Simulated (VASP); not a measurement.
# Al3C in VASP: single point with PBE

Aim: the single point of Al3C with PBE.

All numbers are computed with VASP 6.6.1; they aren't measurements. Logs are shortened: lines on timing, memory, paths and dates and some standing lists are left out, and cuts for length are marked.

## 1. The cell of the first run

The cell holds a slab with vacuum, 4 atoms: a = 2.857 Å, b = 2.857 Å, c = 21.602 Å, α = 90.00°, β = 90.00°, γ = 120.00°.

## 2. Single point, PBE, collinear spin

Contents of INCAR:

```
ALGO     = Normal         # electronic algorithm
DIPOL    = 0.5 0.5 0.339
EDIFF    = 1E-6           # SCF threshold, eV
ENCUT    = 520            # plane-wave cutoff, eV
GGA      = PE             # functional
IDIPOL   = 3            
ISIF     = 2              # what is computed and relaxed
ISMEAR   = 0              # smearing method
ISPIN    = 2              # spin polarisation
LASPH    = True           # aspherical terms in the spheres
LCHARG   = True           # write CHGCAR
LDIPOL   = True         
LELF     = True           # ELF
LORBIT   = 11             # projections on sites
LREAL    = False          # projectors in reciprocal space
LVACPOTAV= True         
LVHAR    = True         
LWAVE    = False          # write WAVECAR
MAGMOM   = 0 0 0 2        # initial moments
NBANDS   = 18             # bands
NELM     = 150            # most SCF steps
PREC     = Accurate       # precision mode
SIGMA    = 0.1            # smearing width, eV
```

Contents of KPOINTS:

```
k-points
0
Gamma
  9 9 1
```

Contents of POSCAR:

```
Al3C
1.0
    2.8571514048      0.0000000000      0.0000000000
   -1.4285757024      2.4743656990      0.0000000000
    0.0000000000      0.0000000000     21.6016424675
Al C
3 1
Direct
    0.6666666667      0.3333333333      0.1851711047
    0.3333333333      0.6666666667      0.2916873739
    0.0000000000      0.0000000000      0.3981939096
    0.7777777778     -0.7777777778      0.4796691957
```

Potentials or basis: VASP PAW PBE potentials, release 64 (Al, C).

The run is started by

```console
> cat potpaw_PBE.64/Al/POTCAR potpaw_PBE.64/C/POTCAR > POTCAR
> mpirun -np 1 vasp_std > vasp.out
```

OUTCAR:

```text
EDIFF = 1E-6
   ENCUT = 520
   GGA = PE
   ISIF = 2
   ISMEAR = 0
   ISPIN = 2
   LASPH = True
   LORBIT = 11
   LREAL = False
   NELM = 150
   PREC = Accurate

 ion  position               nearest neighbor table
   1  0.667  0.333  0.185-   2 2.83   2 2.83   2 2.83
   2  0.333  0.667  0.292-   3 2.83   3 2.83   3 2.83   1 2.83   1 2.83   1 2.83
   3  0.000  0.000  0.398-   4 2.08   4 2.65   4 2.65   2 2.83   2 2.83   2 2.83
   4  0.778  0.222  0.480-   3 2.08   3 2.65   3 2.65

  LATTYP: Found a hexagonal cell.
 ALAT       =     2.8571514048
 C/A-ratio  =     7.5605522449

  Lattice vectors:

 A1 = (   2.8571514048,   0.0000000000,   0.0000000000)
 A2 = (  -1.4285757024,   2.4743656990,   0.0000000000)
 A3 = (   0.0000000000,   0.0000000000,  21.6016424675)

Analysis of symmetry for initial positions (statically):
=====================================================================
 Subroutine PRICEL returns:
 Original cell was already a primitive cell.

 Routine SETGRP: Setting up the symmetry group for a
 hexagonal supercell.

 Subroutine GETGRP returns: Found  2 space group operations
 (whereof  2 operations were pure point group operations)
 out of a pool of 24 trial point group operations.

The static configuration has the point symmetry C_1h.

Analysis of symmetry for dynamics (positions and initial velocities):
=====================================================================
 Subroutine PRICEL returns:
 Original cell was already a primitive cell.

 Routine SETGRP: Setting up the symmetry group for a
 hexagonal supercell.

 Subroutine GETGRP returns: Found  2 space group operations
 (whereof  2 operations were pure point group operations)
 out of a pool of 24 trial point group operations.

The dynamic configuration has the point symmetry C_1h.

Analysis of structural, dynamic, and magnetic symmetry:
=====================================================================
 Subroutine PRICEL returns:
 Original cell was already a primitive cell.

 Routine SETGRP: Setting up the symmetry group for a
 hexagonal supercell.

 Subroutine GETGRP returns: Found  2 space group operations
 (whereof  2 operations were pure point group operations)
 out of a pool of 24 trial point group operations.

The overall configuration has the point symmetry C_1h.

 Subroutine INISYM returns: Found  2 space group operations
 (whereof  2 operations are pure point group operations),
 and found     1 'primitive' translations

----------------------------------------------------------------------------------------

                                     Primitive cell

  volume of cell :     152.7158

  direct lattice vectors                    reciprocal lattice vectors
     2.857151405  0.000000000  0.000000000     0.349998953  0.202071990  0.000000000
    -1.428575702  2.474365699  0.000000000     0.000000000  0.404143979  0.000000000
     0.000000000  0.000000000 21.601642467     0.000000000  0.000000000  0.046292776

  length of vectors
     2.857151405  2.857151405 21.601642467     0.404143979  0.404143979  0.046292776

  position of ions in fractional coordinates (direct lattice)
     0.666666667  0.333333333  0.185171105
     0.333333333  0.666666667  0.291687374
     0.000000000  0.000000000  0.398193910
     0.777777778  0.222222222  0.479669196

  ion indices of the primitive-cell ions
   primitive index   ion index
                 1           1
                 2           2
                 3           3
                 4           4

----------------------------------------------------------------------------------------

 KPOINTS: k-points

Automatic generation of k-mesh.
 Grid dimensions read from file:
 generate k-points for:    9    9    1

 Generating k-lattice:

  Cartesian coordinates                     Fractional coordinates (reciprocal lattice)
     0.038888773  0.022452443  0.000000000     0.111111111  0.000000000  0.000000000
     0.000000000  0.044904887  0.000000000     0.000000000  0.111111111  0.000000000
     0.000000000  0.000000000  0.046292776     0.000000000  0.000000000  1.000000000

  Length of vectors
     0.044904887  0.044904887  0.046292776

  Shift w.r.t. Gamma in fractional coordinates (k-lattice)
     0.000000000  0.000000000  0.000000000

 Subroutine IBZKPT returns following result:
 ===========================================

 Found     25 irreducible k-points:

 Following reciprocal coordinates:
            Coordinates               Weight
  0.000000  0.000000  0.000000      1.000000
  0.111111  0.000000  0.000000      4.000000
 -0.111111  0.111111  0.000000      2.000000
  0.222222  0.000000  0.000000      4.000000
 -0.222222  0.222222  0.000000      2.000000
  0.333333  0.000000  0.000000      4.000000
[... 16 lines left out ...]
 -0.222222 -0.444444  0.000000      4.000000
  0.444444  0.333333  0.000000      4.000000
   k-points           NKPTS =     25   k-points in BZ     NKDIM =     25   number of bands    NBANDS=     18
   number of dos      NEDOS =    301   number of ions     NIONS =      4
   total plane-waves  NPLWV =  93312
   dimension x,y,z NGX =    24 NGY =   24 NGZ =  162
   dimension x,y,z NGXF=    48 NGYF=   48 NGZF=  324
   ions per type =               3   1
   NGX,Y,Z   is equivalent  to a cutoff of  13.96, 13.96, 12.47 a.u.
   NGXF,Y,Z  is equivalent  to a cutoff of  27.93, 27.93, 24.93 a.u.
 SYSTEM =  unknown system
   PREC   = accura    normal or accurate (medium, high low for compatibility)
   ISTART =      0    job   : 0-new  1-cont  2-samecut
   ICHARG =      2    charge: 1-file 2-atom 10-const
   ISPIN  =      2    spin polarized calculation?
   LNONCOLLINEAR =      F non collinear calculations
   LSORBIT =      F    spin-orbit coupling
   LASPH  =      T    aspherical Exc in radial PAW
   ENCUT  =  520.0 eV  38.22 Ry    6.18 a.u.   5.31  5.31 40.16*2*pi/ulx,y,z
   NELM   =    150;   NELMIN=  2; NELMDL= -5     # of ELM steps
   EDIFF  = 0.1E-05   stopping-criterion for ELM
   LREAL  =      F    real-space projection
   EDIFFG = 0.1E-04   stopping-criterion for IOM
   NSW    =      0    number of steps for IOM
   IBRION =     -1    ionic relax: 0-MD 1-quasi-New 2-CG
   NFREE  =      0    steps in history (QN), initial steepest desc. (CG)
   ISIF   =      2    stress and relaxation
   ISYM   =      2    0-nonsym 1-usesym 2-fastsym
   POTIM  = 0.5000    time-step for ionic-motion
   TEBEG  =    0.0;   TEEND  =   0.0 temperature during run
   PSTRESS=    0.0 pullay stress
   NELECT =      13.0000    total number of electrons
   NUPDOWN=      -1.0000    fix difference up-down
   EMIN   =  10.00;   EMAX   =-10.00  energy-range for DOS
   EFERMI =   0.00;   METHOD = LEGACY
   ISMEAR =     0;   SIGMA  =   0.10  broadening in eV -4-tet -1-fermi 0-gaus
   EFERMI_NEDOS =   21; number of points for ismear=-14 and -15
   IALGO  =     38    algorithm
   IMIX   =      4    mixing-type and parameters
     AMIX     =   0.40;   BMIX     =  1.00
     AMIX_MAG =   1.60;   BMIX_MAG =  1.00
  volume/ion in A,a.u.               =      38.18       257.64
  Fermi-wavevector in a.u.,A,eV,Ry     =   0.720158  1.360902  7.056362  0.518628
  Thomas-Fermi vector in A             =   1.809539
   LORBIT       =     11    0 simple, 1 ext, 2 COOP (PROOUT), +10 PAW based schemes
   GGA     = PE    functional components
   LHFCALC =     F    Hartree Fock is set to
   AEXX    =    0.0000 exact exchange contribution
   IVDW    =     0    specifies the selected vdW correction
   LEPSILON=     F    determine dielectric tensor
   LRPA    =     F    only Hartree local field effects (RPA)
 spin polarized calculation
 Gauss-broadening in eV      SIGMA  =   0.10
  energy-cutoff  :      520.00
  volume of cell :      152.72
 maximum number of plane-waves:      4143
 NGX is ok and might be reduce to    24
   NGX = 11   NGY = 11   NGZ = 81

 number of electron      13.0000000 magnetization       0.0002791

 number of electron      13.0000000 magnetization      -0.0001249

 dipolmoment           0.000000      0.000000      0.116083 electrons x Angstroem

 Free energy of the ion-electron system (eV)
  ---------------------------------------------------
  ext. energy  EPLUGINS =         0.00000000
  ---------------------------------------------------
  free energy    TOTEN  =       -15.33623148 eV

  energy without entropy =      -15.31704266  energy(sigma->0) =      -15.32663707

 E-fermi :  -0.5835     XC(G=0):  -4.7652

 val. band max:       -0.5905357686   @ k =  -0.2222   0.2222   0.0000
 cond. band min:      -0.5663881691   @ k =  -0.3333   0.3333   0.0000
 fundamental gap:      0.0241475995
 Fermi energy:        -0.5834727462

 spin component 1

 k-point     1 :       0.0000    0.0000    0.0000
  band No.  band energies     occupation
      1     -12.4306      1.00000
      2     -10.9362      1.00000
      3      -8.8435      1.00000
      4      -5.9743      1.00000
      5      -3.2319      1.00000
      6      -0.3913      0.00329
[... 481 lines left out ...]
      5      -2.9909      1.00000
      6      -1.7328      1.00000
[... 10 lines left out ...]
     17       8.1289      0.00000
     18       9.0731      0.00000

 [... further k-points ...]

 spin component 2

 k-point     1 :       0.0000    0.0000    0.0000
  band No.  band energies     occupation
      1     -12.4307      1.00000
      2     -10.9362      1.00000
      3      -8.8436      1.00000
      4      -5.9743      1.00000
      5      -3.2319      1.00000
      6      -0.3914      0.00330
[... 481 lines left out ...]
      5      -2.9909      1.00000
      6      -1.7328      1.00000
[... 10 lines left out ...]
     17       8.1287      0.00000
     18       9.0718      0.00000

 [... further k-points ...]

------------------------ aborting loop because EDIFF is reached ----------------------------------------

  FORCE on cell =-STRESS in cart. coord.  units (eV):
  Direction    XX          YY          ZZ          XY          YZ          ZX
  --------------------------------------------------------------------------------------
  -------------------------------------------------------------------------------------
  Total       -2.2405220     -1.7550604     -1.9167411      0.4204221      0.5947672     -1.0301665
  in kB      -23.5058455    -18.4127529    -20.1089839      4.4107476      6.2398435    -10.8077207
  external PRESSURE =     -20.6758607 kB  Pullay stress =       0.0000000 kB

 VOLUME and BASIS-vectors are now :
 -----------------------------------------------------------------------------
  energy-cutoff  :      520.00
  volume of cell :      152.72
      direct lattice vectors                 reciprocal lattice vectors
     2.857151405  0.000000000  0.000000000     0.349998953  0.202071990  0.000000000
    -1.428575702  2.474365699  0.000000000     0.000000000  0.404143979  0.000000000
     0.000000000  0.000000000 21.601642467     0.000000000  0.000000000  0.046292776

 POSITION                                       TOTAL-FORCE (eV/Angst)
 -----------------------------------------------------------------------------------
      1.42858      0.82479      4.00000         0.003107     -0.001794     -0.125553
     -0.00000      1.64958      6.30093         0.024765     -0.014298      0.147671
      0.00000      0.00000      8.60164         0.517023     -0.298503      1.202875
      1.90477      0.54986     10.36164        -0.544895      0.314595     -1.224993
 -----------------------------------------------------------------------------------
    total drift:                               -0.000028      0.000016     -0.000029

  FREE ENERGIE OF THE ION-ELECTRON SYSTEM (eV)
  ---------------------------------------------------
  free  energy   TOTEN  =       -15.3362314786 eV

  energy  without entropy=      -15.3170426554  energy(sigma->0) =      -15.32663707

 vacuum level on the upper side and lower side of the slab         6.342         3.371

 total charge

# of ion       s       p       d       tot
------------------------------------------
    1        0.450   0.311   0.000   0.761
    2        0.423   0.353   0.000   0.776
    3        0.415   0.351   0.000   0.766
    4        1.038   1.004   0.000   2.041
--------------------------------------------------
tot          2.326   2.018   0.000   4.345

 magnetization (x)

# of ion       s       p       d       tot
------------------------------------------
    1       -0.000  -0.000   0.000  -0.000
    2       -0.000  -0.000   0.000  -0.000
    3        0.000  -0.000   0.000  -0.000
    4       -0.000  -0.000   0.000  -0.000
--------------------------------------------------
tot         -0.000  -0.000   0.000  -0.000
```

Wall time 6.9 min (1 thread of Intel Xeon Platinum 8488C (Sapphire Rapids), shared host); peak memory 0.42 GiB.

Results:

```yaml
Free_energy: -15.3362 eV
Largest_force: 1.377 eV/Å
Net_moment: 0.00 μB per cell
Valence_electrons_inside_the_program's_atomic_spheres: Al 0.76, 0.78, 0.77; C 2.04
```

Forces on the atoms (eV/Å):
```
Al   0.003 -0.002 -0.126
Al   0.025 -0.014  0.148
Al   0.517 -0.299  1.203
C   -0.545  0.315 -1.225
```
